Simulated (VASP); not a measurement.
Here is a VASP 6.6.1 calculation.

The input POSCAR:

```
Ge
1.0
    4.0116827387      0.0000000289      0.0000000000
   -2.0058413944      3.4742191492      0.0000000000
    0.0000000000      0.0000000000     21.3698954447
Ge
6
Direct
    0.0000000000      0.0000000000      0.3261248522
    0.6666666667      0.3333333333      0.3617741432
    0.6666666667      0.3333333333      0.4813770534
    0.3333333333      0.6666666667      0.5186245326
    0.3333333333      0.6666666667      0.6382274257
    1.0000000000      0.0000000000      0.6738766667
```

The input INCAR.step1:

```
  ALGO = Normal
  DIPOL = 0.5 0.5 0.500
  EDIFF = 1E-5
  ENCUT = 450
  GGA = PE
  GGA_COMPAT = F
  IDIPOL = 3
  ISMEAR = 0
  LASPH = T
  LCHARG = F
  LDIPOL = T
  LREAL = F
  LWAVE = T
  NBANDS = 51
  NELM = 120
  NELMDL = -8
  PREC = Accurate
  SIGMA = 0.03
```

Contents of INCAR.step2:

```
  ALGO = Normal
  DIPOL = 0.5 0.5 0.500
  EDIFF = 1E-6
  ENCUT = 450
  GGA_COMPAT = F
  IDIPOL = 3
  ISIF = 2
  ISMEAR = 0
  ISTART = 1
  LASPH = T
  LCHARG = T
  LDIPOL = T
  LELF = T
  LMIXTAU = T
  LREAL = F
  LVACPOTAV = T
  LVHAR = T
  LWAVE = F
  METAGGA = R2SCAN
  NBANDS = 51
  NELM = 120
  PREC = Accurate
  SIGMA = 0.03
```

KPOINTS

```
k-points
0
Gamma
  9 9 1
```

Potentials or basis: VASP PAW PBE potentials, release 64 (Ge_d).

Command:

```sh
$ cat potpaw_PBE.64/Ge_d/POTCAR > POTCAR
$ cp INCAR.step1 INCAR
$ mpirun -np 1 vasp_std > vasp.out
$ cp INCAR.step2 INCAR
$ mpirun -np 1 vasp_std > vasp.out
```

Problem. What does it give for the band gap on the k mesh?

Solution. 0.03 eV (least direct gap 0.20 eV).

Problem. Predict the largest force.

Solution. 0.032 eV/Å.

Forces on the atoms (eV/Å):
```
Ge   0.000  0.000 -0.032
Ge   0.000  0.000  0.012
Ge   0.000  0.000 -0.015
Ge   0.000  0.000  0.015
Ge   0.000  0.000 -0.012
Ge   0.000  0.000  0.032
```

Caveat: the PAW data sets were made with another functional, which shifts forces and pressure a little.
